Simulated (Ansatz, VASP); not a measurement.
# Se in VASP and in Ansatz

```
Se
1.0
     5.79242    3.34426    1.50528
    -5.79242    3.34426    1.50528
     0.00000   -6.68851    1.50528
Se
6
Direct
  0.28066 0.16251 0.91818
  0.91818 0.28066 0.16251
  0.16251 0.91818 0.28066
  0.71934 0.83749 0.08182
  0.08182 0.71934 0.83749
  0.83749 0.08182 0.71934
```

Change from the starting cell: volume scaled by 1.06, crystal datasets.

Alike in both runs: task electric field gradients; functional PBEsol; k mesh 6 × 6 × 6; occupations fermi-dirac, width 0.01 eV; no spin polarisation.

```csv
,VASP,Ansatz
version,VASP 6.6.1,Ansatz 0.2.0
potentials or method,"VASP PAW PBE potentials, release 64 (Se), cutoff 520 eV","all-electron PAW with datasets made for the crystal, scalar-relativistic"
```

Ansatz gave:

```
gap on the k mesh at the Fermi level (eV)                     : 1.04
pressure (GPa)                                                : -2.7
traceless stress, the component that is largest in VASP (GPa) : 1.23
rms of the force components (eV/Å)                            : 0.187
size of Vzz on the site where it differs most (V/Å²)          : 582.7
```

Question: What did VASP give for the same quantities?

Answer: gap on the k mesh at the Fermi level (eV): 1.03; pressure (GPa): -2.5; traceless stress, the component that is largest in VASP (GPa): 1.18; rms of the force components (eV/Å): 0.164; size of Vzz on the site where it differs most (V/Å²): 558.5.

VASP's potentials were made for PBE, not for PBEsol. Atom by atom the forces differ by 0.025 eV/Å (rms over components). Ansatz ran all-electron here, and VASP with PAW potentials.
